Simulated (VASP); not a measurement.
Runs of VASP 6.6.1 on W. The structure is that of space group Im-3m (No. 229), or close to it. The cells are those of the table. 

| level | cell | k mesh | smearing | gap on the mesh (eV) | pressure (GPa) |
| --- | --- | --- | --- | --- | --- |
| r2SCAN | a = 2.767 Å, angles 109.5°, 1 atom | 15 × 15 × 15 | fermi-dirac 0.1 eV | none | -6.4 |
| r2SCAN | a = 2.682 Å, angles 109.5°, 1 atom | 15 × 15 × 15 | fermi-dirac 0.1 eV | none | 27.0 |
| PBE | a = 2.721 Å, angles 109.5°, 1 atom | 16 × 16 × 16 | fermi-dirac 0.0612256 eV | none | (b) |
| PBE | a = 2.812 Å, angles 109.5°, 1 atom | 16 × 16 × 16 | fermi-dirac 0.0612256 eV | none | -15.5 |
| PBE | a = 2.776 Å, angles 109.5°, 1 atom | 16 × 16 × 16 | fermi-dirac 0.0612256 eV | none | -5.7 |
| PBE | a = 2.758 Å, angles 109.5°, 1 atom | 16 × 16 × 16 | fermi-dirac 0.0612256 eV | none | 0.1 |
| PBE | a = 2.702 Å, angles 109.5°, 1 atom | 24 × 24 × 24 | fermi-dirac 0.0612256 eV | none | 21.8 |
| r2SCAN | a = 2.739 Å, angles 109.5°, 1 atom | 15 × 15 × 15 | fermi-dirac 0.1 eV | none | 3.0 |
| r2SCAN | a = 2.794 Å, angles 109.5°, 1 atom | 15 × 15 × 15 | fermi-dirac 0.1 eV | none | (a) |

Alike in all rows: task single point; potentials or basis VASP PAW PBE potentials, release 64 (W_sv); no spin polarisation; cutoff (eV) 520.

Fill in the values left out.

(a) -14.5; (b) 13.6.

Caveats: spin-orbit coupling is left out, which moves the levels of the heavy elements; the PAW data sets were made with another functional, which shifts forces and pressure a little (some runs).

A k mesh can miss the band edges, and the runs leave out spin-orbit coupling on W.

A gap of «none» marks levels without a gap at the run's occupations.
